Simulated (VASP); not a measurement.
# Si (a cell with a defect) in VASP: relaxation of the atoms with PBEsol

Aim: the relaxation of the atoms of Si (a cell with a defect) with PBEsol.

Everything below comes from runs of VASP 6.6.1. Logs are shortened: lines on timing, memory, paths and dates and some standing lists are left out, and cuts for length are marked.

## Step 1: The cell of the first run

The cell holds a defect, 17 atoms: a = 7.679 Å, b = 7.679 Å, c = 7.679 Å, α = 60.00°, β = 60.00°, γ = 60.00°.

## Step 2: Relaxation of the atoms, PBEsol

INCAR

```
PREC = Accurate
ENCUT = 520
EDIFF = 1E-7
ISMEAR = 0
SIGMA = 0.02
LREAL = Auto
LASPH = True
NELM = 80
ALGO = Normal
ISIF = 2
LWAVE = False
LCHARG = False
GGA = PS
IBRION = 2
NSW = 80
EDIFFG = -0.03
```

KPOINTS

```
Automatic mesh
0
Gamma
  2 2 2
```

POSCAR

```
Si
1.0
    0.0000000000      5.4300000000      5.4300000000
    5.4300000000      0.0000000000      5.4300000000
    5.4300000000      5.4300000000      0.0000000000
Si
17
Direct
    0.0000000000      0.0000000000      0.0000000000
    0.1250000000      0.1250000000      0.1250000000
    0.0000000000      0.0000000000      0.5000000000
    0.1250000000      0.1250000000      0.6250000000
    0.0000000000      0.5000000000      0.0000000000
    0.1250000000      0.6250000000      0.1250000000
    0.0000000000      0.5000000000      0.5000000000
    0.1250000000      0.6250000000      0.6250000000
    0.5000000000      0.0000000000      0.0000000000
    0.6250000000      0.1250000000      0.1250000000
    0.5000000000      0.0000000000      0.5000000000
    0.6250000000      0.1250000000      0.6250000000
    0.5000000000      0.5000000000      0.0000000000
    0.6250000000      0.6250000000      0.1250000000
    0.5000000000      0.5000000000      0.5000000000
    0.6250000000      0.6250000000      0.6250000000
    0.7496146100      0.7465877800      0.7486186600
```

Potentials or basis: VASP PAW PBE potentials, release 64 (Si).

On the command line:

```bash
cat potpaw_PBE.64/Si/POTCAR > POTCAR
mpirun -np 1 vasp_std > vasp.out
```

OUTCAR:

```text
PREC = Accurate
   ENCUT = 520
   EDIFF = 1E-7
   ISMEAR = 0
   LREAL = Auto
   LASPH = True
   NELM = 80
   ISIF = 2
   GGA = PS
   IBRION = 2
   NSW = 80
   EDIFFG = -0.03

 ion  position               nearest neighbor table
   1  0.000  0.000  0.000-   2 2.35   4 2.35   6 2.35  10 2.35
   2  0.125  0.125  0.125-   1 2.35   3 2.35   5 2.35   9 2.35
   3  0.000  0.000  0.500-   2 2.35   4 2.35   8 2.35  12 2.35  17 2.74
   4  0.125  0.125  0.625-   1 2.35   3 2.35   7 2.35  11 2.35
   5  0.000  0.500  0.000-   2 2.35   6 2.35   8 2.35  14 2.35  17 2.72
   6  0.125  0.625  0.125-   1 2.35   5 2.35   7 2.35  13 2.35
   7  0.000  0.500  0.500-   4 2.35   6 2.35   8 2.35  16 2.35  17 2.69
   8  0.125  0.625  0.625-   3 2.35   5 2.35   7 2.35  15 2.35  17 2.35
   9  0.500  0.000  0.000-   2 2.35  10 2.35  12 2.35  14 2.35  17 2.74
  10  0.625  0.125  0.125-   1 2.35   9 2.35  11 2.35  13 2.35
  11  0.500  0.000  0.500-   4 2.35  10 2.35  12 2.35  16 2.35  17 2.71
  12  0.625  0.125  0.625-   3 2.35   9 2.35  11 2.35  15 2.35  17 2.37
  13  0.500  0.500  0.000-   6 2.35  10 2.35  14 2.35  16 2.35  17 2.69
  14  0.625  0.625  0.125-   5 2.35   9 2.35  13 2.35  15 2.35  17 2.36
  15  0.500  0.500  0.500-   8 2.35  12 2.35  14 2.35  16 2.35
  16  0.625  0.625  0.625-  17 2.32  11 2.35  13 2.35  15 2.35   7 2.35
  17  0.750  0.747  0.749-  16 2.32   8 2.35  14 2.36  12 2.37   7 2.69  13 2.69  11 2.71   5 2.72
                             3 2.74   9 2.74

  LATTYP: Found a face centered cubic cell.
 ALAT       =    10.8600000000

  Lattice vectors:

 A1 = (   0.0000000000,   5.4300000000,   5.4300000000)
 A2 = (   5.4300000000,   0.0000000000,   5.4300000000)
 A3 = (   5.4300000000,   5.4300000000,   0.0000000000)

Analysis of symmetry for initial positions (statically):
=====================================================================
 Subroutine PRICEL returns:
 Original cell was already a primitive cell.

 Routine SETGRP: Setting up the symmetry group for a
 face centered cubic supercell.

 Subroutine GETGRP returns: Found  1 space group operations
 (whereof  1 operations were pure point group operations)
 out of a pool of 48 trial point group operations.

The static configuration has the point symmetry C_1 .

Analysis of symmetry for dynamics (positions and initial velocities):
=====================================================================
 Subroutine PRICEL returns:
 Original cell was already a primitive cell.

 Routine SETGRP: Setting up the symmetry group for a
 face centered cubic supercell.

 Subroutine GETGRP returns: Found  1 space group operations
 (whereof  1 operations were pure point group operations)
 out of a pool of 48 trial point group operations.

The dynamic configuration has the point symmetry C_1 .

 Subroutine INISYM returns: Found  1 space group operations
 (whereof  1 operations are pure point group operations),
 and found     1 'primitive' translations

----------------------------------------------------------------------------------------

                                     Primitive cell

  volume of cell :     320.2060

  direct lattice vectors                    reciprocal lattice vectors
     0.000000000  5.430000000  5.430000000    -0.092081031  0.092081031  0.092081031
     5.430000000  0.000000000  5.430000000     0.092081031 -0.092081031  0.092081031
     5.430000000  5.430000000  0.000000000     0.092081031  0.092081031 -0.092081031

  length of vectors
     7.679179644  7.679179644  7.679179644     0.159489025  0.159489025  0.159489025

  position of ions in fractional coordinates (direct lattice)
     0.000000000  0.000000000  0.000000000
     0.125000000  0.125000000  0.125000000
     0.000000000  0.000000000  0.500000000
     0.125000000  0.125000000  0.625000000
     0.000000000  0.500000000  0.000000000
     0.125000000  0.625000000  0.125000000
[... 9 lines left out ...]
     0.625000000  0.625000000  0.625000000
     0.749614610  0.746587780  0.748618660

  ion indices of the primitive-cell ions
   primitive index   ion index
                 1           1
                 2           2
                 3           3
                 4           4
                 5           5
                 6           6
[... 9 lines left out ...]
                16          16
                17          17

----------------------------------------------------------------------------------------

 KPOINTS: Automatic mesh

Automatic generation of k-mesh.
 Grid dimensions read from file:
 generate k-points for:    2    2    2

 Generating k-lattice:

  Cartesian coordinates                     Fractional coordinates (reciprocal lattice)
    -0.046040516  0.046040516  0.046040516     0.500000000  0.000000000  0.000000000
     0.046040516 -0.046040516  0.046040516     0.000000000  0.500000000  0.000000000
     0.046040516  0.046040516 -0.046040516     0.000000000  0.000000000  0.500000000

  Length of vectors
     0.079744512  0.079744512  0.079744512

  Shift w.r.t. Gamma in fractional coordinates (k-lattice)
     0.000000000  0.000000000  0.000000000

 Subroutine IBZKPT returns following result:
 ===========================================

 Found      8 irreducible k-points:

 Following reciprocal coordinates:
            Coordinates               Weight
  0.000000  0.000000  0.000000      1.000000
  0.500000  0.000000  0.000000      1.000000
  0.000000  0.500000  0.000000      1.000000
  0.000000  0.000000  0.500000      1.000000
  0.500000  0.500000  0.500000      1.000000
  0.500000  0.500000  0.000000      1.000000
  0.000000  0.500000  0.500000      1.000000
  0.500000  0.000000  0.500000      1.000000
   k-points           NKPTS =      8   k-points in BZ     NKDIM =      8   number of bands    NBANDS=     43
   number of dos      NEDOS =    301   number of ions     NIONS =     17
   total plane-waves  NPLWV = 216000
   dimension x,y,z NGX =    60 NGY =   60 NGZ =   60
   dimension x,y,z NGXF=   120 NGYF=  120 NGZF=  120
   ions per type =              17
   NGX,Y,Z   is equivalent  to a cutoff of  12.99, 12.99, 12.99 a.u.
   NGXF,Y,Z  is equivalent  to a cutoff of  25.98, 25.98, 25.98 a.u.
 SYSTEM =  unknown system
   PREC   = accura    normal or accurate (medium, high low for compatibility)
   ISTART =      0    job   : 0-new  1-cont  2-samecut
   ICHARG =      2    charge: 1-file 2-atom 10-const
   ISPIN  =      1    spin polarized calculation?
   LNONCOLLINEAR =      F non collinear calculations
   LSORBIT =      F    spin-orbit coupling
   LASPH  =      T    aspherical Exc in radial PAW
   ENCUT  =  520.0 eV  38.22 Ry    6.18 a.u.  14.28 14.28 14.28*2*pi/ulx,y,z
   NELM   =     80;   NELMIN=  2; NELMDL= -5     # of ELM steps
   EDIFF  = 0.1E-06   stopping-criterion for ELM
   LREAL  =      T    real-space projection
   EDIFFG = -.3E-01   stopping-criterion for IOM
   NSW    =     80    number of steps for IOM
   IBRION =      2    ionic relax: 0-MD 1-quasi-New 2-CG
   NFREE  =      1    steps in history (QN), initial steepest desc. (CG)
   ISIF   =      2    stress and relaxation
   ISYM   =      2    0-nonsym 1-usesym 2-fastsym
   POTIM  = 0.5000    time-step for ionic-motion
   TEBEG  =    0.0;   TEEND  =   0.0 temperature during run
   PSTRESS=    0.0 pullay stress
   NELECT =      68.0000    total number of electrons
   NUPDOWN=      -1.0000    fix difference up-down
   EMIN   =  10.00;   EMAX   =-10.00  energy-range for DOS
   EFERMI =   0.00;   METHOD = LEGACY
   ISMEAR =     0;   SIGMA  =   0.02  broadening in eV -4-tet -1-fermi 0-gaus
   EFERMI_NEDOS =   21; number of points for ismear=-14 and -15
   IALGO  =     38    algorithm
   IMIX   =      4    mixing-type and parameters
     AMIX     =   0.40;   BMIX     =  1.00
     AMIX_MAG =   1.60;   BMIX_MAG =  1.00
  volume/ion in A,a.u.               =      18.84       127.11
  Fermi-wavevector in a.u.,A,eV,Ry     =   0.976715  1.845724 12.979587  0.953973
  Thomas-Fermi vector in A             =   2.107356
   LORBIT       =      0    0 simple, 1 ext, 2 COOP (PROOUT), +10 PAW based schemes
   GGA     = PS    functional components
   LHFCALC =     F    Hartree Fock is set to
   AEXX    =    0.0000 exact exchange contribution
   IVDW    =     0    specifies the selected vdW correction
   LEPSILON=     F    determine dielectric tensor
   LRPA    =     F    only Hartree local field effects (RPA)
 conjugate gradient relaxation of ions
 non-spin polarized calculation
 Gauss-broadening in eV      SIGMA  =   0.02
  energy-cutoff  :      520.00
  volume of cell :      320.21
 maximum number of plane-waves:      8646
 NGX is ok and might be reduce to    60
   NGX = 29   NGY = 29   NGZ = 29

--------------------------------------- Ionic step        1  -------------------------------------------

 number of electron      68.0000003 magnetization

 Free energy of the ion-electron system (eV)
  ---------------------------------------------------
  ext. energy  EPLUGINS =         0.00000000
  ---------------------------------------------------
  free energy    TOTEN  =       -93.80076466 eV

  energy without entropy =      -93.79690859  energy(sigma->0) =      -93.79883663

------------------------ aborting loop because EDIFF is reached ----------------------------------------

  FORCE on cell =-STRESS in cart. coord.  units (eV):
  Direction    XX          YY          ZZ          XY          YZ          ZX
  --------------------------------------------------------------------------------------
  -------------------------------------------------------------------------------------
  Total        7.9679705      7.9514989      7.9616443      0.2653314      0.3332653      0.1306056
  in kB       39.8684007     39.7859836     39.8367472      1.3276077      1.6675204      0.6534958
  external PRESSURE =      39.8303772 kB  Pullay stress =       0.0000000 kB
[... 240 lines left out ...]
  energy  without entropy=      -93.9170966799  energy(sigma->0) =      -93.91909275

--------------------------------------- Ionic step        6  -------------------------------------------

 number of electron      68.0000001 magnetization

 Free energy of the ion-electron system (eV)
  ---------------------------------------------------
  ext. energy  EPLUGINS =         0.00000000
  ---------------------------------------------------
  free energy    TOTEN  =       -93.92153546 eV

  energy without entropy =      -93.91757104  energy(sigma->0) =      -93.91955325

 E-fermi :   6.8057     XC(G=0):  -9.8055

 val. band max:        6.5668909802   @ k =   0.0000   0.0000   0.0000
 cond. band min:       6.8119372524   @ k =   0.5000   0.0000   0.5000
 fundamental gap:      0.2450462722
 Fermi energy:         6.8057040754

 k-point     1 :       0.0000    0.0000    0.0000
  band No.  band energies     occupation
      1      -6.3885      2.00000
      2      -3.8266      2.00000
      3      -3.6843      2.00000
      4      -3.6831      2.00000
      5      -3.6825      2.00000
      6      -2.8719      2.00000
[... 401 lines left out ...]
  FREE ENERGIE OF THE ION-ELECTRON SYSTEM (eV)
  ---------------------------------------------------
  free  energy   TOTEN  =       -93.9215354590 eV

  energy  without entropy=      -93.9175710356  energy(sigma->0) =      -93.91955325

 reached required accuracy - stopping structural energy minimisation
```

Run time: 11 min. Hardware: 1 thread of Intel Xeon Platinum 8259CL at 2.50GHz (Skylake/Cascade Lake), shared host; peak memory 0.53 GiB.

What came out:

```
Free energy                  : -93.9215 eV
Energy gained by relaxing    : 7.1 meV/atom
Ionic steps                  : 6
Pressure after relaxing      : 3.5 GPa
Largest force after relaxing : 0.021 eV/Å
Band gap on the k mesh       : zero (bands 34 and 35 overlap by 0.25 eV)
```

Forces in eV/Å, atoms in the order of the input:
```
Si   0.001  0.000  0.001
Si  -0.001 -0.003 -0.001
Si  -0.002  0.004  0.002
Si   0.002 -0.001  0.003
Si   0.001  0.001  0.001
Si   0.000  0.004 -0.001
Si   0.002 -0.005 -0.004
Si  -0.006 -0.002 -0.004
Si   0.002  0.003 -0.001
Si   0.003  0.000  0.002
Si  -0.006  0.002 -0.007
Si  -0.004 -0.004 -0.003
Si  -0.005 -0.005  0.003
Si  -0.005 -0.001 -0.005
Si   0.007  0.004  0.006
Si  -0.005 -0.001 -0.004
Si   0.016  0.006  0.012
```

The path:
| step | energy change (eV) | largest force (eV/Å) | pressure (GPa) |
| --- | --- | --- | --- |
| 1 | 0.0000 | 1.0694 | 3.98 |
| 2 | -0.1174 | 0.1152 | 3.52 |
| 3 | -0.1180 | 0.1565 | 3.49 |
| 4 | -0.1202 | 0.0509 | 3.50 |
| 5 | -0.1203 | 0.0598 | 3.50 |
| 6 | -0.1208 | 0.0208 | 3.51 |

Final structure:
```
CELL_PARAMETERS angstrom
0.00000 5.43000 5.43000
5.43000 0.00000 5.43000
5.43000 5.43000 0.00000
ATOMIC_POSITIONS crystal
Si 0.00000 0.00004 0.00001
Si 0.12461 0.12455 0.12459
Si 0.00293 0.00287 0.49708
Si 0.12453 0.12445 0.62637
Si 0.00294 0.49705 0.00291
Si 0.12450 0.62641 0.12447
Si 0.00296 0.49697 0.49698
Si 0.13130 0.62296 0.62292
Si 0.49709 0.00287 0.00291
Si 0.62635 0.12447 0.12452
Si 0.49703 0.00288 0.49702
Si 0.62316 0.13059 0.62317
Si 0.49700 0.49698 0.00293
Si 0.62299 0.62304 0.13107
Si 0.49990 0.49916 0.49966
Si 0.62245 0.62251 0.62247
Si 0.74988 0.74880 0.74953
```

Levels at points of the mesh, in eV from the Fermi level:
```tsv
k point	band 32	band 33	band 34	band 35	band 36	band 37
(0.00, 0.00, 0.00)	-0.78	-0.77	-0.25	-0.25	-0.24	0.04
(0.50, 0.00, 0.00)	-1.37	-1.36	-0.34	0.50	0.52	0.87
(0.00, 0.50, 0.00)	-1.37	-1.36	-0.34	0.50	0.51	0.87
(0.00, 0.00, 0.50)	-1.37	-1.36	-0.34	0.50	0.52	0.87
(0.50, 0.50, 0.50)	-1.37	-1.37	-0.34	0.51	0.51	0.86
(0.50, 0.50, 0.00)	-1.83	-0.97	0.01	0.71	1.03	1.04
(0.00, 0.50, 0.50)	-1.83	-0.97	0.01	0.71	1.03	1.04
(0.50, 0.00, 0.50)	-1.83	-0.97	0.01	0.71	1.03	1.04
```

Caveat: the k points lie up to 0.50 Å⁻¹ apart; the PAW data sets were made with another functional, which shifts forces and pressure a little.

The gap in the log of VASP goes by the Fermi energy; the results here count the filled bands.